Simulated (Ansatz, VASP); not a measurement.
## Ge in VASP and in Ansatz

```
Ge
1.0
    -2.52193    2.52193    1.36889
     2.52193   -2.52193    1.36889
     2.52193    2.52193   -1.36889
Ge
2
Direct
  0.50000 0.50000 0.00000
  0.25000 0.75000 0.50000
```

Change from the starting cell: volume scaled by 0.94.

Alike in both runs: task single point; functional LDA; k mesh 11 × 11 × 11; occupations fermi-dirac, width 0.05 eV; no spin polarisation.

|  | VASP | Ansatz |
| --- | --- | --- |
| version | VASP 6.6.1 | Ansatz 0.2.0 |
| potentials or method | VASP PAW LDA potentials, release 64 (Ge_d), cutoff 520 eV | all-electron LAPW, scalar-relativistic |

```tsv
	VASP	Ansatz	Ansatz less VASP
gap on the k mesh at the Fermi level (eV)	none	none	-
pressure (GPa)	2.7	2.7	-0.04
traceless stress, the component that is largest in VASP (GPa)	-0.08	-0.07	+0.002
```

LDA's correlation is that of Perdew and Zunger in VASP and of Perdew and Wang (1992) in Ansatz. A gap of «none» marks a metal or a gap that the smearing closes. Ansatz ran all-electron here, and VASP with PAW potentials.
